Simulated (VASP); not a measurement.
# Pt (P6_3/mmc) in VASP: a series of runs

Runs on Pt. Level: r2SCAN. Tasks: single point.

Everything below comes from runs of VASP 6.6.1. Logs are shortened: lines on timing, memory, paths and dates and some standing lists are left out, and cuts for length are marked.

## (1) The cell of the first run

Symmetry: P6_3/mmc, No. 194, hexagonal system. Conventional cell: a = 2.761 Å, b = 2.761 Å, c = 4.672 Å, α = 90.00°, β = 90.00°, γ = 120.00°. Within 3.6 Å of Pt (site symmetry -6m2) lie 12 Pt at 2.76 to 2.83 Å.

This isn't the form of Pt at room conditions, which is fcc.

## (2) Single point, r2SCAN (strain +0.000 along x and y, -0.025 along z)

POSCAR reads:

```
Pt
1.0
    2.7606656158      0.0000000000      0.0000000000
   -1.3803328079      2.3908065546      0.0000000000
    0.0000000000      0.0000000000      4.6723306500
Pt
2
Direct
    0.6666666667      0.3333333333      0.7500000000
    0.3333333333      0.6666666667      0.2500000000
```

INCAR.step1 reads:

```
SYSTEM = Pt
PREC     = Accurate       ! precision mode
ENCUT    = 520            ! plane-wave cutoff, eV
ISMEAR   = 0              ! smearing method
SIGMA    = 0.15           ! smearing width, eV
LREAL    = .False.        ! projectors in reciprocal space
LASPH    = .True.         ! aspherical terms in the spheres
NELM     = 100            ! most SCF steps
NBANDS   = 17             ! bands
GGA      = PE             ! functional
ALGO     = Normal         ! electronic algorithm
EDIFF    = 1E-4           ! SCF threshold, eV
LWAVE    = .True.         ! write WAVECAR
LCHARG   = .False.        ! write CHGCAR
```

INCAR.step2 reads:

```
SYSTEM = Pt
PREC     = Accurate       ! precision mode
ENCUT    = 520            ! plane-wave cutoff, eV
EDIFF    = 1E-7           ! SCF threshold, eV
ISMEAR   = 0              ! smearing method
SIGMA    = 0.15           ! smearing width, eV
LREAL    = .False.        ! projectors in reciprocal space
LASPH    = .True.         ! aspherical terms in the spheres
NELM     = 100            ! most SCF steps
ALGO     = Normal         ! electronic algorithm
ISIF     = 2              ! what is computed and relaxed
LWAVE    = .False.        ! write WAVECAR
LCHARG   = .False.        ! write CHGCAR
METAGGA  = R2SCAN         ! meta-GGA
LMIXTAU  = .True.       
NBANDS   = 17             ! bands
ISTART   = 1
```

KPOINTS reads:

```
regular mesh
0
Gamma
  18 18 10
  0 0 0
```

Potentials or basis: VASP PAW PBE potentials, release 64 (Pt).

Started as:

```console
$ cat potpaw_PBE.64/Pt/POTCAR > POTCAR
$ cp INCAR.step1 INCAR
$ mpirun -np 1 vasp_std > vasp.out
$ cp INCAR.step2 INCAR
$ mpirun -np 1 vasp_std > vasp.out
```

OUTCAR:

```text
SYSTEM = Pt
   PREC = Accurate
   ENCUT = 520
   EDIFF = 1E-7
   ISMEAR = 0
   LREAL = .False.
   LASPH = .True.
   NELM = 100
   ISIF = 2
   METAGGA = R2SCAN
   ISTART = 1

 ion  position               nearest neighbor table
   1  0.667  0.333  0.750-   2 2.83   2 2.83   2 2.83   2 2.83   2 2.83   2 2.83
   2  0.333  0.667  0.250-   1 2.83   1 2.83   1 2.83   1 2.83   1 2.83   1 2.83

  LATTYP: Found a hexagonal cell.
 ALAT       =     2.7606656158
 C/A-ratio  =     1.6924652603

  Lattice vectors:

 A1 = (   2.7606656158,   0.0000000000,   0.0000000000)
 A2 = (  -1.3803328079,   2.3908065546,   0.0000000000)
 A3 = (   0.0000000000,   0.0000000000,   4.6723306500)

Analysis of symmetry for initial positions (statically):
=====================================================================
 Subroutine PRICEL returns:
 Original cell was already a primitive cell.

 Routine SETGRP: Setting up the symmetry group for a
 hexagonal supercell.

 Subroutine GETGRP returns: Found 24 space group operations
 (whereof 12 operations were pure point group operations)
 out of a pool of 24 trial point group operations.

The static configuration has the point symmetry D_3d.
 The point group associated with its full space group is D_6h.

Analysis of symmetry for dynamics (positions and initial velocities):
=====================================================================
 Subroutine PRICEL returns:
 Original cell was already a primitive cell.

 Routine SETGRP: Setting up the symmetry group for a
 hexagonal supercell.

 Subroutine GETGRP returns: Found 24 space group operations
 (whereof 12 operations were pure point group operations)
 out of a pool of 24 trial point group operations.

The dynamic configuration has the point symmetry D_3d.
 The point group associated with its full space group is D_6h.

 Subroutine INISYM returns: Found 24 space group operations
 (whereof 12 operations are pure point group operations),
 and found     1 'primitive' translations

----------------------------------------------------------------------------------------

                                     Primitive cell

  volume of cell :      30.8384

  direct lattice vectors                    reciprocal lattice vectors
     2.760665616  0.000000000  0.000000000     0.362231483  0.209134444  0.000000000
    -1.380332808  2.390806555  0.000000000     0.000000000  0.418268888  0.000000000
     0.000000000  0.000000000  4.672330650     0.000000000  0.000000000  0.214025949

  length of vectors
     2.760665616  2.760665616  4.672330650     0.418268888  0.418268888  0.214025949

  position of ions in fractional coordinates (direct lattice)
     0.666666667  0.333333333  0.750000000
     0.333333333  0.666666667  0.250000000

  ion indices of the primitive-cell ions
   primitive index   ion index
                 1           1
                 2           2

----------------------------------------------------------------------------------------

 KPOINTS: regular mesh

Automatic generation of k-mesh.
 Grid dimensions read from file:
 generate k-points for:   18   18   10

 Generating k-lattice:

  Cartesian coordinates                     Fractional coordinates (reciprocal lattice)
     0.020123971  0.011618580  0.000000000     0.055555556 -0.000000000  0.000000000
     0.000000000  0.023237160  0.000000000     0.000000000  0.055555556  0.000000000
     0.000000000  0.000000000  0.021402595     0.000000000  0.000000000  0.100000000

  Length of vectors
     0.023237160  0.023237160  0.021402595

  Shift w.r.t. Gamma in fractional coordinates (k-lattice)
     0.000000000  0.000000000  0.000000000

 Subroutine IBZKPT returns following result:
 ===========================================

 Found    222 irreducible k-points:

 Following reciprocal coordinates:
            Coordinates               Weight
  0.000000  0.000000  0.000000      1.000000
  0.055556 -0.000000  0.000000      6.000000
  0.111111 -0.000000  0.000000      6.000000
  0.166667 -0.000000  0.000000      6.000000
[... 52 lines left out ...]
      4       7.0240      2.00000
      5       7.2061      2.00000
      6       7.2647      2.00000
[... 9 lines left out ...]
     16      29.1120      0.00000
     17      30.6840      0.00000

 k-point     4 :       0.1667   -0.0000    0.0000
  band No.  band energies     occupation
      1       1.3546      2.00000
      2       3.9556      2.00000
      3       6.1256      2.00000
      4       6.8480      2.00000
      5       7.0304      2.00000
      6       7.4673      2.00000
[... 9 lines left out ...]
     16      29.0667      0.00000
     17      29.2606      0.00000

 k-point     5 :       0.2222    0.0000    0.0000
  band No.  band energies     occupation
      1       2.0312      2.00000
      2       4.2987      2.00000
      3       6.0741      2.00000
      4       6.2904      2.00000
      5       6.6528      2.00000
      6       7.7278      2.00000
[... 9 lines left out ...]
     16      28.2079      0.00000
     17      29.9459      0.00000

 k-point     6 :       0.2778   -0.0000    0.0000
  band No.  band energies     occupation
      1       2.7384      2.00000
      2       4.3482      2.00000
      3       5.6585      2.00000
      4       6.2888      2.00000
      5       6.6527      2.00000
      6       7.4949      2.00000
[... 9 lines left out ...]
     16      27.2487      0.00000
     17      29.4185      0.00000
[... 281 lines left out ...]
 k-point    21 :       0.2222    0.1111    0.0000
  band No.  band energies     occupation
      1       3.0552      2.00000
      2       4.6949      2.00000
      3       5.6005      2.00000
      4       5.8580      2.00000
      5       6.6920      2.00000
      6       7.0252      2.00000
[... 9 lines left out ...]
     16      27.4519      0.00000
     17      29.5864      0.00000

 k-point    22 :       0.2778    0.1111    0.0000
  band No.  band energies     occupation
      1       3.6601      2.00000
      2       4.5151      2.00000
      3       5.1527      2.00000
      4       6.1931      2.00000
      5       6.8789      2.00000
      6       6.9585      2.00000
[... 9 lines left out ...]
     16      26.6745      0.00000
     17      27.3304      0.00000

 k-point    23 :       0.3333    0.1111    0.0000
  band No.  band energies     occupation
      1       4.0059      2.00000
      2       4.3133      2.00000
      3       4.8233      2.00000
      4       6.6477      2.00000
      5       6.8109      2.00000
      6       7.3233      2.00000
[... 9 lines left out ...]
     16      25.1852      0.00000
     17      26.0157      0.00000

 k-point    24 :       0.3889    0.1111    0.0000
  band No.  band energies     occupation
      1       4.1156      2.00000
      2       4.1909      2.00000
      3       4.6223      2.00000
      4       6.8201      2.00000
      5       7.1227      2.00000
      6       7.1246      2.00000
[... 9 lines left out ...]
     16      23.5420      0.00000
     17      25.4900      0.00000

 [... further k-points ...]

------------------------ aborting loop because EDIFF is reached ----------------------------------------

  FORCE on cell =-STRESS in cart. coord.  units (eV):
  Direction    XX          YY          ZZ          XY          YZ          ZX
  --------------------------------------------------------------------------------------
  -------------------------------------------------------------------------------------
  Total       -0.3196752     -0.3196752      0.6971461     -0.0000000      0.0000000      0.0000000
  in kB      -16.6083950    -16.6083950     36.2195126     -0.0000000      0.0000000      0.0000000
  external PRESSURE =       1.0009075 kB  Pullay stress =       0.0000000 kB

 VOLUME and BASIS-vectors are now :
 -----------------------------------------------------------------------------
  energy-cutoff  :      520.00
  volume of cell :       30.84
      direct lattice vectors                 reciprocal lattice vectors
     2.760665616  0.000000000  0.000000000     0.362231483  0.209134444  0.000000000
    -1.380332808  2.390806555  0.000000000     0.000000000  0.418268888  0.000000000
     0.000000000  0.000000000  4.672330650     0.000000000  0.000000000  0.214025949

 POSITION                                       TOTAL-FORCE (eV/Angst)
 -----------------------------------------------------------------------------------
      1.38033      0.79694      3.50425        -0.000000     -0.000000      0.000000
     -0.00000      1.59387      1.16808         0.000000      0.000000      0.000000
 -----------------------------------------------------------------------------------
    total drift:                               -0.000000      0.000000     -0.000000

  FREE ENERGIE OF THE ION-ELECTRON SYSTEM (eV)
  ---------------------------------------------------
  free  energy   TOTEN  =      -102.8870741853 eV

  energy  without entropy=     -102.8459141247  energy(sigma->0) =     -102.86649415
```

Run time: 2.6 min. Hardware: 1 thread of Intel Xeon 6975P-C (Granite Rapids), shared host; peak memory 0.23 GiB.

Results:

```
Free energy            : -102.8871 eV
Pressure               : 0.1 GPa
Band gap on the k mesh : zero (bands 10 and 11 overlap by 1.37 eV)
```

Caveat: the cell differs from its parent crystal (strain +0.000 along x and y, -0.025 along z); the PAW data sets were made with another functional, which shifts forces and pressure a little; spin-orbit coupling is left out, which moves the levels of the heavy elements.

## (3) Single point, r2SCAN (strain -0.025 along x and y, +0.025 along z)

POSCAR reads:

```
Pt
1.0
    2.6916489754      0.0000000000      0.0000000000
   -1.3458244877      2.3310363908      0.0000000000
    0.0000000000      0.0000000000      4.9119373500
Pt
2
Direct
    0.6666666667      0.3333333333      0.7500000000
    0.3333333333      0.6666666667      0.2500000000
```

INCAR.step1 is that of step 2.

INCAR.step2, as its differences from that of step 2:

```diff
@@ -3,3 +3,3 @@
 ENCUT    = 520            ! plane-wave cutoff, eV
-EDIFF    = 1E-7           ! SCF threshold, eV
+EDIFF    = 1E-6           ! SCF threshold, eV
 ISMEAR   = 0              ! smearing method
@@ -12,5 +12,7 @@
 LWAVE    = .False.        ! write WAVECAR
-LCHARG   = .False.        ! write CHGCAR
+LCHARG   = .True.         ! write CHGCAR
 METAGGA  = R2SCAN         ! meta-GGA
 LMIXTAU  = .True.       
+LELF     = .True.         ! ELF
+LVHAR    = .True.       
 NBANDS   = 17             ! bands
```

KPOINTS reads:

```
Automatic mesh
0
Gamma
  18 18 10
  0 0 0
```

Potentials or basis: VASP PAW PBE potentials, release 64 (Pt).

Started as:

```console
$ cat potpaw_PBE.64/Pt/POTCAR > POTCAR
$ cp INCAR.step1 INCAR
$ mpirun -np 1 vasp_std > vasp.out
$ cp INCAR.step2 INCAR
$ mpirun -np 1 vasp_std > vasp.out
```

Run time: 2.6 min. Hardware: 1 thread of Intel Xeon 6975P-C (Granite Rapids), shared host; peak memory 0.22 GiB.

Results (log left out):

```yaml
Free_energy: -102.8610 eV
Pressure: 2.9 GPa
Band_gap_on_the_k_mesh: zero (bands 10 and 11 overlap by 1.54 eV)
```

Stress tensor (GPa, compression positive):
```
 6.85  0.00  0.00
 0.00  6.85  0.00
 0.00  0.00 -4.85
```

Levels at points of the mesh, in eV from the Fermi level:
```tsv
k point	band 8	band 9	band 10	band 11	band 12	band 13
(0.00, 0.00, 0.00)	-1.62	-1.62	-0.95	-0.23	-0.23	4.44
(0.50, 0.00, 0.00)	-0.19	0.60	0.76	2.59	4.22	7.82
(0.00, 0.00, 0.50)	-3.66	-0.79	-0.79	-0.79	-0.79	11.62
(0.50, 0.00, 0.50)	-0.86	0.69	0.69	1.89	1.89	7.31
```

Caveat: the cell differs from its parent crystal (strain -0.025 along x and y, +0.025 along z); the PAW data sets were made with another functional, which shifts forces and pressure a little; spin-orbit coupling is left out, which moves the levels of the heavy elements.

## (4) Single point, r2SCAN (strain -0.025 along x and y, +0.050 along z)

POSCAR, as its differences from that of step 3:

```diff
@@ -4,3 +4,3 @@
    -1.3458244877      2.3310363908      0.0000000000
-    0.0000000000      0.0000000000      4.9119373500
+    0.0000000000      0.0000000000      5.0317407000
 Pt
```

INCAR.step1 reads:

```
ALGO = Normal
EDIFF = 1E-4
ENCUT = 520
GGA = PE
ISMEAR = 0
LASPH = T
LCHARG = F
LREAL = F
LWAVE = T
NBANDS = 17
NELM = 80
PREC = Accurate
SIGMA = 0.15
```

INCAR.step2 reads:

```
ALGO = Normal
EDIFF = 1E-6
ENCUT = 520
ISIF = 2
ISMEAR = 0
ISTART = 1
LASPH = T
LCHARG = F
LMIXTAU = T
LREAL = F
LWAVE = F
METAGGA = R2SCAN
NBANDS = 17
NELM = 80
PREC = Accurate
SIGMA = 0.15
```

KPOINTS reads:

```
k-points
0
Gamma
  18 18 10
```

Started as:

```console
$ cat potpaw_PBE.64/Pt/POTCAR > POTCAR
$ cp INCAR.step1 INCAR
$ mpirun -np 1 vasp_std > vasp.out
$ cp INCAR.step2 INCAR
$ mpirun -np 1 vasp_std > vasp.out
```

Wall time 2.9 min (1 thread of Intel Xeon 6975P-C (Granite Rapids), shared host); peak memory 0.22 GiB.

It converged, with:

```yaml
Free_energy: -102.8222 eV
Pressure: -1.7 GPa
Band_gap_on_the_k_mesh: zero (bands 10 and 11 overlap by 1.56 eV)
```

Stress tensor (GPa, compression positive):
```
  3.23   0.00   0.00
  0.00   3.23   0.00
  0.00   0.00 -11.48
```

Levels at points of the mesh, in eV from the Fermi level:
| k point | band 8 | band 9 | band 10 | band 11 | band 12 | band 13 |
| --- | --- | --- | --- | --- | --- | --- |
| (0.00, 0.00, 0.00) | -1.40 | -1.40 | -0.95 | -0.19 | -0.19 | 3.99 |
| (0.50, 0.00, 0.00) | -0.24 | 0.70 | 0.83 | 2.58 | 4.20 | 7.71 |
| (0.00, 0.00, 0.50) | -3.53 | -0.69 | -0.69 | -0.69 | -0.69 | 10.91 |
| (0.50, 0.00, 0.50) | -0.81 | 0.77 | 0.77 | 1.92 | 1.92 | 7.27 |

Caveat: the cell differs from its parent crystal (strain -0.025 along x and y, +0.050 along z); the PAW data sets were made with another functional, which shifts forces and pressure a little; spin-orbit coupling is left out, which moves the levels of the heavy elements.

## (5) Single point, r2SCAN (strain +0.025 along x and y, -0.050 along z)

POSCAR reads:

```
Pt
1.0
    2.8296822562      0.0000000000      0.0000000000
   -1.4148411281      2.4505767185      0.0000000000
    0.0000000000      0.0000000000      4.5525273000
Pt
2
Direct
    0.6666666667      0.3333333333      0.7500000000
    0.3333333333      0.6666666667      0.2500000000
```

INCAR.step1 reads:

```
SYSTEM = Pt
PREC     = Accurate       ! precision mode
ENCUT    = 520            ! plane-wave cutoff, eV
ISMEAR   = 0              ! smearing method
SIGMA    = 0.15           ! smearing width, eV
LREAL    = .False.        ! projectors in reciprocal space
LASPH    = .True.         ! aspherical terms in the spheres
NELM     = 60             ! most SCF steps
NBANDS   = 17             ! bands
GGA      = PE             ! functional
ALGO     = Normal         ! electronic algorithm
EDIFF    = 1E-4           ! SCF threshold, eV
LWAVE    = .True.         ! write WAVECAR
LCHARG   = .False.        ! write CHGCAR
```

INCAR.step2 reads:

```
SYSTEM = Pt
PREC     = Accurate       ! precision mode
ENCUT    = 520            ! plane-wave cutoff, eV
EDIFF    = 1E-7           ! SCF threshold, eV
ISMEAR   = 0              ! smearing method
SIGMA    = 0.15           ! smearing width, eV
LREAL    = .False.        ! projectors in reciprocal space
LASPH    = .True.         ! aspherical terms in the spheres
NELM     = 60             ! most SCF steps
ALGO     = Normal         ! electronic algorithm
ISIF     = 2              ! what is computed and relaxed
LWAVE    = .False.        ! write WAVECAR
LCHARG   = .False.        ! write CHGCAR
METAGGA  = R2SCAN         ! meta-GGA
LMIXTAU  = .True.       
NBANDS   = 17             ! bands
ISTART   = 1
```

KPOINTS reads:

```
regular mesh
0
Gamma
  18 18 10
  0 0 0
```

Started as:

```console
$ cat potpaw_PBE.64/Pt/POTCAR > POTCAR
$ cp INCAR.step1 INCAR
$ mpirun -np 1 vasp_std > vasp.out
$ cp INCAR.step2 INCAR
$ mpirun -np 1 vasp_std > vasp.out
```

Run time: 2.4 min. Hardware: 1 thread of Intel Xeon 6975P-C (Granite Rapids), shared host; peak memory 0.23 GiB.

The run converged. Its results:

| Item | Value |
| --- | --- |
| Free energy | -102.8203 eV |
| Pressure | -5.4 GPa |
| Band gap on the k mesh | zero (bands 10 and 11 overlap by 1.22 eV) |

Stress tensor (GPa, compression positive):
```
-8.65  0.00  0.00
 0.00 -8.65  0.00
 0.00  0.00  1.01
```

Levels at points of the mesh, in eV from the Fermi level:
```
           k point  band 8  band 9  band 10  band 11  band 12  band 13
(0.00, 0.00, 0.00)   -2.44   -2.44    -0.31    -0.31     0.03     5.96
(0.50, 0.00, 0.00)   -0.06    0.20     0.26     2.23     3.59     8.02
(0.00, 0.00, 0.50)   -3.63   -0.92    -0.92    -0.92    -0.92    14.19
(0.50, 0.00, 0.50)   -0.86    0.13     0.13     1.82     1.82     6.54
```

Caveat: the cell differs from its parent crystal (strain +0.025 along x and y, -0.050 along z); the cell stands under tension; the PAW data sets were made with another functional, which shifts forces and pressure a little; spin-orbit coupling is left out, which moves the levels of the heavy elements.

## (6) Summary

```tsv
cell	gap on the mesh (eV)	pressure (GPa)
a = 2.761, b = 2.761, c = 4.672 Å, angles 90.0, 90.0, 120.0°, 2 atoms	none	0.1
a = 2.692, b = 2.692, c = 4.912 Å, angles 90.0, 90.0, 120.0°, 2 atoms	none	2.9
a = 2.692, b = 2.692, c = 5.032 Å, angles 90.0, 90.0, 120.0°, 2 atoms	none	-1.7
a = 2.830, b = 2.830, c = 4.553 Å, angles 90.0, 90.0, 120.0°, 2 atoms	none	-5.4
```

Alike in all rows: task single point; level r2SCAN; potentials or basis VASP PAW PBE potentials, release 64 (Pt); no spin polarisation; k mesh 18 × 18 × 10; cutoff (eV) 520; smearing gaussian 0.15 eV.

Caveats: the PAW data sets were made with another functional, which shifts forces and pressure a little; spin-orbit coupling is left out, which moves the levels of the heavy elements; the cell stands under tension (at least some runs).

Total energies depend on the potentials used, so only differences within one code and one set of settings carry meaning.
